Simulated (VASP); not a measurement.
# Cs2AgBiBr6 (Fm-3m) in VASP: settings compared

Aim: see how the results for Cs2AgBiBr6 move with the level of theory and the settings. Levels: PBE, LDA. Tasks: single point.

Program: VASP 6.6.1. These are calculated values, not measurements. Logs are shortened: lines on timing, memory, paths and dates and some standing lists are left out, and cuts for length are marked.

## (1) The cell of the first run

It takes space group Fm-3m (No. 225, cubic). Conventional cell: a = 11.345 Å, b = 11.345 Å, c = 11.345 Å, α = 90.00°, β = 90.00°, γ = 90.00°. Cs (site symmetry -43m) has 12 Br at 4.01 Å and 4 Ag at 4.91 Å and 4 Bi at 4.91 Å within 5.3 Å. Ag (site symmetry m-3m) has 6 Br at 2.82 Å within 3.7 Å. Bi (site symmetry m-3m) has 6 Br at 2.86 Å within 3.8 Å. Br (site symmetry 4mm) has 1 Ag at 2.82 Å and 1 Bi at 2.86 Å within 3.7 Å.

## (2) Single point, PBE

INCAR

```
  ALGO = Normal
  EDIFF = 1E-6
  ENCUT = 520
  GGA = PE
  ISIF = 2
  ISMEAR = -1
  LASPH = True
  LCHARG = False
  LREAL = False
  LWAVE = False
  NBANDS = 54
  NELM = 60
  PREC = Accurate
  SIGMA = 0.02
```

KPOINTS

```
k-points
0
Gamma
  4 4 4
```

POSCAR

```
Cs2AgBiBr6
1.0
    0.0000000000      5.6726964786      5.6726964786
    5.6726964786      0.0000000000      5.6726964786
    5.6726964786      5.6726964786      0.0000000000
Cs Ag Bi Br
2 1 1 6
Direct
    0.2500000000      0.2500000000      0.2500000000
    0.7500000000      0.7500000000      0.7500000000
    0.0000000000      0.0000000000      0.0000000000
    0.5000000000      0.5000000000      0.5000000000
    0.2481704949      0.7518295051      0.7518295051
    0.2481704949      0.7518295051      0.2481704949
    0.7518295051      0.2481704949      0.7518295051
    0.7518295051      0.2481704949      0.2481704949
    0.7518295051      0.7518295051      0.2481704949
    0.2481704949      0.2481704949      0.7518295051
```

Potentials or basis: VASP PAW PBE potentials, release 64 (Cs_sv, Ag, Bi_d, Br).

Command:

```sh
$ cat potpaw_PBE.64/Cs_sv/POTCAR potpaw_PBE.64/Ag/POTCAR potpaw_PBE.64/Bi_d/POTCAR potpaw_PBE.64/Br/POTCAR > POTCAR
$ mpirun -np 1 vasp_std > vasp.out
```

OUTCAR:

```text
EDIFF = 1E-6
   ENCUT = 520
   GGA = PE
   ISIF = 2
   ISMEAR = -1
   LASPH = True
   LREAL = False
   NELM = 60
   PREC = Accurate

 ion  position               nearest neighbor table
   1  0.250  0.250  0.250-
   2  0.750  0.750  0.750-
   3  0.000  0.000  0.000-   5 2.82   6 2.82   7 2.82   8 2.82   9 2.82  10 2.82
   4  0.500  0.500  0.500-   5 2.86   6 2.86   7 2.86   8 2.86   9 2.86  10 2.86
   5  0.248  0.752  0.752-   3 2.82   4 2.86
   6  0.248  0.752  0.248-   3 2.82   4 2.86
   7  0.752  0.248  0.752-   3 2.82   4 2.86
   8  0.752  0.248  0.248-   3 2.82   4 2.86
   9  0.752  0.752  0.248-   3 2.82   4 2.86
  10  0.248  0.248  0.752-   3 2.82   4 2.86

  LATTYP: Found a face centered cubic cell.
 ALAT       =    11.3453929572

  Lattice vectors:

 A1 = (   0.0000000000,   5.6726964786,   5.6726964786)
 A2 = (   5.6726964786,   0.0000000000,   5.6726964786)
 A3 = (   5.6726964786,   5.6726964786,   0.0000000000)

Analysis of symmetry for initial positions (statically):
=====================================================================
 Subroutine PRICEL returns:
 Original cell was already a primitive cell.

 Routine SETGRP: Setting up the symmetry group for a
 face centered cubic supercell.

 Subroutine GETGRP returns: Found 48 space group operations
 (whereof 48 operations were pure point group operations)
 out of a pool of 48 trial point group operations.

The static configuration has the point symmetry O_h .

Analysis of symmetry for dynamics (positions and initial velocities):
=====================================================================
 Subroutine PRICEL returns:
 Original cell was already a primitive cell.

 Routine SETGRP: Setting up the symmetry group for a
 face centered cubic supercell.

 Subroutine GETGRP returns: Found 48 space group operations
 (whereof 48 operations were pure point group operations)
 out of a pool of 48 trial point group operations.

The dynamic configuration has the point symmetry O_h .

 Subroutine INISYM returns: Found 48 space group operations
 (whereof 48 operations are pure point group operations),
 and found     1 'primitive' translations

----------------------------------------------------------------------------------------

                                     Primitive cell

  volume of cell :     365.0889

  direct lattice vectors                    reciprocal lattice vectors
     0.000000000  5.672696479  5.672696479    -0.088141504  0.088141504  0.088141504
     5.672696479  0.000000000  5.672696479     0.088141504 -0.088141504  0.088141504
     5.672696479  5.672696479  0.000000000     0.088141504  0.088141504 -0.088141504

  length of vectors
     8.022404295  8.022404295  8.022404295     0.152665563  0.152665563  0.152665563

  position of ions in fractional coordinates (direct lattice)
     0.250000000  0.250000000  0.250000000
     0.750000000  0.750000000  0.750000000
     0.000000000  0.000000000  0.000000000
     0.500000000  0.500000000  0.500000000
     0.248170495  0.751829505  0.751829505
     0.248170495  0.751829505  0.248170495
     0.751829505  0.248170495  0.751829505
     0.751829505  0.248170495  0.248170495
     0.751829505  0.751829505  0.248170495
     0.248170495  0.248170495  0.751829505

  ion indices of the primitive-cell ions
   primitive index   ion index
                 1           1
                 2           2
                 3           3
                 4           4
                 5           5
                 6           6
                 7           7
                 8           8
                 9           9
                10          10

----------------------------------------------------------------------------------------

 KPOINTS: k-points

Automatic generation of k-mesh.
 Grid dimensions read from file:
 generate k-points for:    4    4    4

 Generating k-lattice:

  Cartesian coordinates                     Fractional coordinates (reciprocal lattice)
    -0.022035376  0.022035376  0.022035376     0.250000000  0.000000000  0.000000000
     0.022035376 -0.022035376  0.022035376     0.000000000  0.250000000  0.000000000
     0.022035376  0.022035376 -0.022035376     0.000000000  0.000000000  0.250000000

  Length of vectors
     0.038166391  0.038166391  0.038166391

  Shift w.r.t. Gamma in fractional coordinates (k-lattice)
     0.000000000  0.000000000  0.000000000

 Subroutine IBZKPT returns following result:
 ===========================================

 Found      8 irreducible k-points:

 Following reciprocal coordinates:
            Coordinates               Weight
  0.000000  0.000000  0.000000      1.000000
  0.250000  0.000000  0.000000      8.000000
  0.500000  0.000000  0.000000      4.000000
  0.250000  0.250000  0.000000      6.000000
  0.500000  0.250000  0.000000     24.000000
 -0.250000  0.250000  0.000000     12.000000
  0.500000  0.500000  0.000000      3.000000
 -0.250000  0.500000  0.250000      6.000000
   k-points           NKPTS =      8   k-points in BZ     NKDIM =      8   number of bands    NBANDS=     54
   number of dos      NEDOS =    301   number of ions     NIONS =     10
   total plane-waves  NPLWV = 216000
   dimension x,y,z NGX =    60 NGY =   60 NGZ =   60
   dimension x,y,z NGXF=   120 NGYF=  120 NGZF=  120
   ions per type =               2   1   1   6
   NGX,Y,Z   is equivalent  to a cutoff of  12.43, 12.43, 12.43 a.u.
   NGXF,Y,Z  is equivalent  to a cutoff of  24.87, 24.87, 24.87 a.u.
 SYSTEM =  unknown system
   PREC   = accura    normal or accurate (medium, high low for compatibility)
   ISTART =      0    job   : 0-new  1-cont  2-samecut
   ICHARG =      2    charge: 1-file 2-atom 10-const
   ISPIN  =      1    spin polarized calculation?
   LNONCOLLINEAR =      F non collinear calculations
   LSORBIT =      F    spin-orbit coupling
   LASPH  =      T    aspherical Exc in radial PAW
   ENCUT  =  520.0 eV  38.22 Ry    6.18 a.u.  14.92 14.92 14.92*2*pi/ulx,y,z
   NELM   =     60;   NELMIN=  2; NELMDL= -5     # of ELM steps
   EDIFF  = 0.1E-05   stopping-criterion for ELM
   LREAL  =      F    real-space projection
   EDIFFG = 0.1E-04   stopping-criterion for IOM
   NSW    =      0    number of steps for IOM
   IBRION =     -1    ionic relax: 0-MD 1-quasi-New 2-CG
   NFREE  =      0    steps in history (QN), initial steepest desc. (CG)
   ISIF   =      2    stress and relaxation
   ISYM   =      2    0-nonsym 1-usesym 2-fastsym
   POTIM  = 0.5000    time-step for ionic-motion
   TEBEG  =    0.0;   TEEND  =   0.0 temperature during run
   PSTRESS=    0.0 pullay stress
   NELECT =      86.0000    total number of electrons
   NUPDOWN=      -1.0000    fix difference up-down
   EMIN   =  10.00;   EMAX   =-10.00  energy-range for DOS
   EFERMI =   0.00;   METHOD = LEGACY
   ISMEAR =    -1;   SIGMA  =   0.02  broadening in eV -4-tet -1-fermi 0-gaus
   EFERMI_NEDOS =   21; number of points for ismear=-14 and -15
   IALGO  =     38    algorithm
   IMIX   =      4    mixing-type and parameters
     AMIX     =   0.40;   BMIX     =  1.00
     AMIX_MAG =   1.60;   BMIX_MAG =  1.00
  volume/ion in A,a.u.               =      36.51       246.37
  Fermi-wavevector in a.u.,A,eV,Ry     =   1.011055  1.910617 13.908313  1.022232
  Thomas-Fermi vector in A             =   2.144081
   LORBIT       =      0    0 simple, 1 ext, 2 COOP (PROOUT), +10 PAW based schemes
   GGA     = PE    functional components
   LHFCALC =     F    Hartree Fock is set to
   AEXX    =    0.0000 exact exchange contribution
   IVDW    =     0    specifies the selected vdW correction
   LEPSILON=     F    determine dielectric tensor
   LRPA    =     F    only Hartree local field effects (RPA)
 non-spin polarized calculation
  energy-cutoff  :      520.00
  volume of cell :      365.09
 maximum number of plane-waves:      9864
   NGX = 29   NGY = 29   NGZ = 29

 number of electron      85.9999998 magnetization

 Free energy of the ion-electron system (eV)
  ---------------------------------------------------
  ext. energy  EPLUGINS =         0.00000000
  ---------------------------------------------------
  free energy    TOTEN  =       -29.58349224 eV

  energy without entropy =      -29.58349224  energy(sigma->0) =      -29.58349224

 E-fermi :   1.5540     XC(G=0):  -8.0347

 val. band max:        1.1242391092   @ k =   0.5000   0.5000   0.0000
 cond. band min:       2.4064982583   @ k =   0.5000   0.0000   0.0000
 fundamental gap:      1.2822591490
 Fermi energy:         1.5539730086

 k-point     1 :       0.0000    0.0000    0.0000
  band No.  band energies     occupation
      1     -21.9529      2.00000
      2     -21.9529      2.00000
      3     -21.9232      2.00000
      4     -21.9232      2.00000
      5     -21.9232      2.00000
      6     -19.5925      2.00000
[... 46 lines left out ...]
     53       6.6332      0.00000
     54       6.6332      0.00000

 k-point     2 :       0.2500    0.0000    0.0000
  band No.  band energies     occupation
      1     -21.9529      2.00000
      2     -21.9529      2.00000
      3     -21.9232      2.00000
      4     -21.9232      2.00000
      5     -21.9232      2.00000
      6     -19.5916      2.00000
[... 46 lines left out ...]
     53       6.9018      0.00000
     54       6.9495      0.00000
[... 283 lines left out ...]
     53       7.4764      0.00000
     54       7.8109      0.00000

 k-point     8 :      -0.2500    0.5000    0.2500
  band No.  band energies     occupation
      1     -21.9529      2.00000
      2     -21.9529      2.00000
      3     -21.9232      2.00000
      4     -21.9232      2.00000
      5     -21.9232      2.00000
      6     -19.5895      2.00000
[... 46 lines left out ...]
     53       7.2303      0.00000
     54       7.5410      0.00000

------------------------ aborting loop because EDIFF is reached ----------------------------------------

  FORCE on cell =-STRESS in cart. coord.  units (eV):
  Direction    XX          YY          ZZ          XY          YZ          ZX
  --------------------------------------------------------------------------------------
  -------------------------------------------------------------------------------------
  Total        1.9156206      1.9156206      1.9156206     -0.0000000      0.0000000     -0.0000000
  in kB        8.4066205      8.4066205      8.4066205     -0.0000000      0.0000000     -0.0000000
  external PRESSURE =       8.4066205 kB  Pullay stress =       0.0000000 kB

 VOLUME and BASIS-vectors are now :
 -----------------------------------------------------------------------------
  energy-cutoff  :      520.00
  volume of cell :      365.09
      direct lattice vectors                 reciprocal lattice vectors
     0.000000000  5.672696479  5.672696479    -0.088141504  0.088141504  0.088141504
     5.672696479  0.000000000  5.672696479     0.088141504 -0.088141504  0.088141504
     5.672696479  5.672696479  0.000000000     0.088141504  0.088141504 -0.088141504

 POSITION                                       TOTAL-FORCE (eV/Angst)
 -----------------------------------------------------------------------------------
      2.83635      2.83635      2.83635        -0.000000     -0.000000     -0.000000
      8.50904      8.50904      8.50904         0.000000     -0.000000      0.000000
      0.00000      0.00000      0.00000         0.000000     -0.000000     -0.000000
      5.67270      5.67270      5.67270        -0.000000     -0.000000      0.000000
      8.52980      5.67270      5.67270         0.061820     -0.000000      0.000000
      5.67270      2.81559      5.67270         0.000000     -0.061820      0.000000
      5.67270      8.52980      5.67270         0.000000      0.061820      0.000000
      2.81559      5.67270      5.67270        -0.061820     -0.000000      0.000000
      5.67270      5.67270      8.52980         0.000000     -0.000000      0.061820
      5.67270      5.67270      2.81559         0.000000     -0.000000     -0.061820
 -----------------------------------------------------------------------------------
    total drift:                                0.000000      0.000000      0.000000

  FREE ENERGIE OF THE ION-ELECTRON SYSTEM (eV)
  ---------------------------------------------------
  free  energy   TOTEN  =       -29.5834922425 eV

  energy  without entropy=      -29.5834922425  energy(sigma->0) =      -29.58349224
```

Wall time 2.6 min (1 thread of Intel Xeon Platinum 8488C (Sapphire Rapids), shared host); peak memory 0.6 GiB.

Results:

```yaml
Free_energy: -29.5835 eV
Pressure: 0.8 GPa
Largest_force: 0.062 eV/Å
Band_gap_on_the_k_mesh: 1.28 eV (least direct gap 2.43 eV)
```

Forces on the atoms (eV/Å):
```
Cs   0.000  0.000  0.000
Cs   0.000  0.000  0.000
Ag   0.000  0.000  0.000
Bi   0.000  0.000  0.000
Br   0.062  0.000  0.000
Br   0.000 -0.062  0.000
Br   0.000  0.062  0.000
Br  -0.062  0.000  0.000
Br   0.000  0.000  0.062
Br   0.000  0.000 -0.062
```

Levels at points of the mesh, in eV from the valence-band top:
| k point | band 39 | band 40 | band 41 | band 42 | band 43 | band 44 | band 45 | band 46 | band 47 | band 48 |
| --- | --- | --- | --- | --- | --- | --- | --- | --- | --- | --- |
| (0.00, 0.00, 0.00) | -1.12 | -1.12 | -1.12 | -0.61 | -0.61 | 2.29 | 2.29 | 2.29 | 3.67 | 4.65 |
| (0.50, 0.00, 0.00) | -1.41 | -1.41 | -1.35 | -1.16 | -1.16 | 1.28 | 3.59 | 3.59 | 4.99 | 5.14 |
| (0.50, 0.50, 0.00) | -1.46 | -1.46 | -1.13 | -0.61 | 0.00 | 2.75 | 2.75 | 3.09 | 4.37 | 5.30 |

Caveat: spin-orbit coupling is left out, which moves the levels of the heavy elements. A k mesh can miss the band edges.

## (3) Single point, LDA

INCAR

```
PREC = Accurate ; ENCUT = 520
EDIFF = 1E-6 ; ISMEAR = 0
SIGMA = 0.01 ; LREAL = False
LASPH = True ; NELM = 100
ALGO = Normal ; ISIF = 2
LWAVE = False ; LCHARG = False
GGA = CA ; NBANDS = 54
```

KPOINTS

```
Automatic mesh
0
Gamma
  4 4 4
```

POSCAR is that of step 2.

Potentials or basis: VASP PAW LDA potentials, release 64 (Cs_sv, Ag, Bi_d, Br).

Command:

```sh
$ cat potpaw_LDA.64/Cs_sv/POTCAR potpaw_LDA.64/Ag/POTCAR potpaw_LDA.64/Bi_d/POTCAR potpaw_LDA.64/Br/POTCAR > POTCAR
$ mpirun -np 1 vasp_std > vasp.out
```

Wall time 2.3 min (1 thread of Intel Xeon Platinum 8488C (Sapphire Rapids), shared host); peak memory 0.47 GiB.

The run converged. Its results:

```
Free energy            : -34.0691 eV
Pressure               : -2.2 GPa
Largest force          : 0.125 eV/Å
Band gap on the k mesh : 1.13 eV (least direct gap 2.26 eV)
```

Forces on the atoms (eV/Å):
```
Cs   0.000  0.000  0.000
Cs   0.000  0.000  0.000
Ag   0.000  0.000  0.000
Bi   0.000  0.000  0.000
Br   0.125  0.000  0.000
Br   0.000 -0.125  0.000
Br   0.000  0.125  0.000
Br  -0.125  0.000  0.000
Br   0.000  0.000  0.125
Br   0.000  0.000 -0.125
```

Levels at points of the mesh, in eV from the valence-band top:
```
           k point  band 41  band 42  band 43  band 44  band 45  band 46
(0.00, 0.00, 0.00)    -1.06    -0.60    -0.60     2.15     2.15     2.15
(0.50, 0.00, 0.00)    -1.36    -1.13    -1.13     1.13     3.51     3.51
(0.50, 0.50, 0.00)    -1.08    -0.61     0.00     2.64     2.64     2.99
```

Caveat: spin-orbit coupling is left out, which moves the levels of the heavy elements.

## (4) Single point, PBE

This run uses another cell than the first one, of 37.77 Å³/atom.

INCAR

```
SYSTEM = Cs2AgBiBr6
  PREC = Accurate
  ENCUT = 520
  EDIFF = 1E-6
  ISMEAR = -1
  SIGMA = 0.02
  LREAL = .False.
  LASPH = .True.
  NELM = 60
  ALGO = Normal
  ISIF = 2
  LWAVE = .False.
  LCHARG = .False.
  GGA = PE
  NBANDS = 54
```

KPOINTS

```
regular mesh
0
Gamma
  4 4 4
  0 0 0
```

POSCAR

```
Cs2AgBiBr6
1.0
    0.0000000000      5.7373698906      5.7373698906
    5.7373698906      0.0000000000      5.7373698906
    5.7373698906      5.7373698906      0.0000000000
Cs Ag Bi Br
2 1 1 6
Direct
    0.2500000000      0.2500000000      0.2500000000
    0.7500000000      0.7500000000      0.7500000000
    0.0000000000      0.0000000000      0.0000000000
    0.5000000000      0.5000000000      0.5000000000
    0.2486136147      0.7513863853      0.7513863853
    0.2486136147      0.7513863853      0.2486136147
    0.7513863853      0.2486136147      0.7513863853
    0.7513863853      0.2486136147      0.2486136147
    0.7513863853      0.7513863853      0.2486136147
    0.2486136147      0.2486136147      0.7513863853
```

Potentials or basis: VASP PAW PBE potentials, release 64 (Cs_sv, Ag, Bi_d, Br).

Command:

```sh
$ cat potpaw_PBE.64/Cs_sv/POTCAR potpaw_PBE.64/Ag/POTCAR potpaw_PBE.64/Bi_d/POTCAR potpaw_PBE.64/Br/POTCAR > POTCAR
$ mpirun -np 1 vasp_std > vasp.out
```

Run time: 3 min. Hardware: 1 thread of Intel Xeon Platinum 8488C (Sapphire Rapids), shared host; peak memory 0.6 GiB.

Results (log left out):

* Free energy: -29.6164 eV
* Pressure: 0.0 GPa
* Band gap on the k mesh: 1.33 eV (least direct gap 2.38 eV)

Forces on the atoms (eV/Å):
```
Cs   0.000  0.000  0.000
Cs   0.000  0.000  0.000
Ag   0.000  0.000  0.000
Bi   0.000  0.000  0.000
Br   0.003  0.000  0.000
Br   0.000 -0.003  0.000
Br   0.000  0.003  0.000
Br  -0.003  0.000  0.000
Br   0.000  0.000  0.003
Br   0.000  0.000 -0.003
```

Levels at points of the mesh, in eV from the valence-band top:
| k point | band 41 | band 42 | band 43 | band 44 | band 45 | band 46 |
| --- | --- | --- | --- | --- | --- | --- |
| (0.00, 0.00, 0.00) | -0.99 | -0.56 | -0.56 | 2.33 | 2.33 | 2.33 |
| (0.50, 0.00, 0.00) | -1.26 | -1.05 | -1.05 | 1.33 | 3.54 | 3.54 |
| (0.50, 0.50, 0.00) | -1.00 | -0.56 | 0.00 | 2.76 | 2.76 | 3.08 |

Caveat: spin-orbit coupling is left out, which moves the levels of the heavy elements.

## (5) The runs side by side

```csv
level,potentials or basis,cell,smearing,gap on the mesh (eV),pressure (GPa),largest force (eV/Å)
PBE,"VASP PAW PBE potentials, release 64 (Cs_sv, Ag, Bi_d, Br)","a = 8.022 Å, angles 60.0°, 10 atoms",fermi-dirac 0.02 eV,1.28,0.8,0.06
LDA,"VASP PAW LDA potentials, release 64 (Cs_sv, Ag, Bi_d, Br)","a = 8.022 Å, angles 60.0°, 10 atoms",gaussian 0.01 eV,1.13,-2.2,0.13
PBE,"VASP PAW PBE potentials, release 64 (Cs_sv, Ag, Bi_d, Br)","a = 8.114 Å, angles 60.0°, 10 atoms",fermi-dirac 0.02 eV,1.33,0.0,-
```

Alike in all rows: task single point; no spin polarisation; k mesh 4 × 4 × 4; cutoff (eV) 520.

Caveats: spin-orbit coupling is left out, which moves the levels of the heavy elements.

Absolute energies hang on the potentials; compare differences alone.
